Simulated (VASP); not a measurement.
## NaCl: single point with PBE-based screened hybrid

Crystal: NaCl.

```
Na Cl
1.0
     3.45955    0.00000    0.00000
     0.00000    3.45955    0.00000
     0.00000    0.00000    3.45955
Na Cl
1 1
Direct
  0.00000 0.00000 0.00000
  0.50000 0.50000 0.50000
```

```yaml
Program: VASP 6.6.1
Task: single point
Functional: PBE-based screened hybrid
Potentials_or_basis: VASP PAW PBE potentials, release 64 (Na_pv, Cl)
Cutoff: 520 eV
k_mesh: 4 × 4 × 4
Occupations: gaussian, width 0.01 eV
Spin: no spin polarisation
```

The pressure is 1.0 GPa. The band gap on the k mesh is 4.53 eV, indirect (least direct gap 5.06 eV).

Levels at points of the mesh, in eV from the valence-band top:
| k point | band 3 | band 4 | band 5 | band 6 | band 7 | band 8 | band 9 | band 10 | band 11 | band 12 |
| --- | --- | --- | --- | --- | --- | --- | --- | --- | --- | --- |
| (0.00, 0.00, 0.00) | -22.90 | -13.99 | -0.54 | -0.54 | -0.54 | 4.53 | 8.97 | 8.97 | 16.61 | 16.63 |
| (0.50, 0.00, 0.00) | -22.89 | -13.59 | -3.18 | -0.28 | -0.28 | 7.48 | 9.32 | 10.97 | 12.44 | 12.44 |
| (0.50, 0.50, 0.00) | -22.89 | -13.29 | -2.46 | -2.46 | 0.00 | 5.95 | 10.43 | 11.79 | 11.79 | 13.17 |
| (0.50, 0.50, 0.50) | -22.92 | -12.98 | -2.02 | -2.02 | -2.02 | 7.54 | 7.54 | 7.54 | 12.47 | 16.84 |

Wall time 2.4 min on 1 thread of Intel(R) Xeon(R) Platinum 8259CL CPU @ 2.50GHz (Skylake/Cascade Lake), with other jobs on the host, peak memory 0.25 GiB.

Caveat: the k points lie up to 0.45 Å⁻¹ apart; the PAW data sets were made with another functional, which shifts forces and pressure a little. A k mesh can miss the band edges.
